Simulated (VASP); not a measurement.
Wanted: the native input for a VASP 6.6.1 run.

```
Task                   : single point
Functional             : PBE
Potentials or basis    : VASP PAW PBE potentials, release 64 (In_d)
Cutoff                 : 520 eV
k mesh                 : 20 × 20 × 20
Occupations            : gaussian, width 0.15 eV
Spin                   : no spin polarisation
Dipole correction      : no
Further INCAR settings : ALGO = Fast; EDIFF = 1e-06; NBANDS = 12
```

The structure of In lies in POSCAR:

```
In
1.0
   -1.5773655000      1.5773655000      2.4368407500
    1.5773655000     -1.5773655000      2.4368407500
    1.5773655000      1.5773655000     -2.4368407500
In
1
Direct
    0.0000000000      0.0000000000      0.0000000000
```

This cell differs from its parent crystal: strain -0.030 along x and y, -0.015 along z.

The input as run:

INCAR

```
SYSTEM = In
  ALGO = Fast
  EDIFF = 1E-6
  ENCUT = 520
  GGA = PE
  ISIF = 2
  ISMEAR = 0
  LASPH = .TRUE.
  LCHARG = .FALSE.
  LREAL = .FALSE.
  LWAVE = .FALSE.
  NBANDS = 12
  NELM = 100
  PREC = Accurate
  SIGMA = 0.15
```

KPOINTS

```
k-points
0
G
  20 20 20
  0 0 0
```

Potentials or basis: VASP PAW PBE potentials, release 64 (In_d).

Launch:

```bash
$ cat potpaw_PBE.64/In_d/POTCAR > POTCAR
$ mpirun -np 1 vasp_std > vasp.out
```

Results of the run:

The pressure is 6.1 GPa.

Caveat: the cell differs from its parent crystal (strain -0.030 along x and y, -0.015 along z).

Run time: 3.6 min on 1 thread of Intel Xeon 6975P-C (shared host), peak memory 0.3 GiB.
